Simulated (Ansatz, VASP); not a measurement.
**Ti3W2: VASP beside Ansatz**

```
Ti W
1.0
     4.59090    0.00000    0.00000
    -2.29545    3.97583    0.00000
     0.00000    0.00000    5.11637
Ti W
3 2
Direct
  0.00000 0.00000 0.00000
  0.33333 0.66667 0.62993
  0.66667 0.33333 0.37007
  0.33333 0.66667 0.11300
  0.66667 0.33333 0.88700
```

Change from the starting cell: species swapped into the Al3Pt2 type (P-3m1, No. 164).

Alike in both runs: functional PBE; k mesh 12 × 12 × 8; occupations gaussian, width 0.1 eV; no spin polarisation.

Ansatz relaxed the structure, and its values are those at the end. VASP's run is a single point on that final structure, the one shown.

|  | VASP | Ansatz |
| --- | --- | --- |
| version | VASP 6.6.1 | Ansatz 0.2.0 |
| potentials or method | VASP PAW PBE potentials, release 64 (Ti_sv, W_sv), cutoff 520 eV | scalar-relativistic, plane waves, PAW |
| valence electrons in the cell | 64 | 64 |

|  | VASP | Ansatz | Ansatz less VASP |
| --- | --- | --- | --- |
| gap on the k mesh at the Fermi level (eV) | none | none | - |
| pressure (GPa) | 0.1 | 0.0 | -0.07 |
| rms of the force components (eV/Å) | 0.012 | 0.003 | -0.0090 |

A gap of «none» marks a metal or a gap that the smearing closes.

Spin-orbit coupling is off throughout.
